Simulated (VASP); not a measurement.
## Bi: single point with PBEsol

The system is Bi.

```
CELL_PARAMETERS angstrom
-1.96884 1.96884 1.96884
1.96884 -1.96884 1.96884
1.96884 1.96884 -1.96884
ATOMIC_POSITIONS crystal
Bi 0.00000 0.00000 0.00000
```

This isn't the form of Bi at room conditions, which is rhombohedral.

- Program: VASP 6.6.1
- Task: single point
- Functional: PBEsol
- Potentials or basis: VASP PAW PBE potentials, release 64 (Bi_d)
- Cutoff: 500 eV
- k mesh: 7 × 7 × 7
- Occupations: methfessel-paxton, width 0.05 eV
- Spin: no spin polarisation
- Dipole correction: no
- Further INCAR settings: ALGO = Normal; EDIFF = 1e-06; NBANDS = 14

| Property | Result |
| --- | --- |
| Pressure | -0.1 GPa |
| Band gap on the k mesh | zero (an odd number of electrons rules out a gap without spin polarisation) |

Levels at points of the mesh, in eV from the Fermi level:
```csv
k point,band 3,band 4,band 5,band 6,band 7,band 8,band 9,band 10,band 11,band 12
"(0.00, 0.00, 0.00)",-22.86,-22.73,-22.73,-13.58,5.34,5.34,5.34,9.44,10.56,10.56
```

Wall time 6.9 s on 1 thread of AMD EPYC 7R13 Processor (Zen 3), on a shared host, peak memory 0.12 GiB.

Caveat: the PAW data sets were made with another functional, which shifts forces and pressure a little; spin-orbit coupling is left out, which moves the levels of the heavy elements.
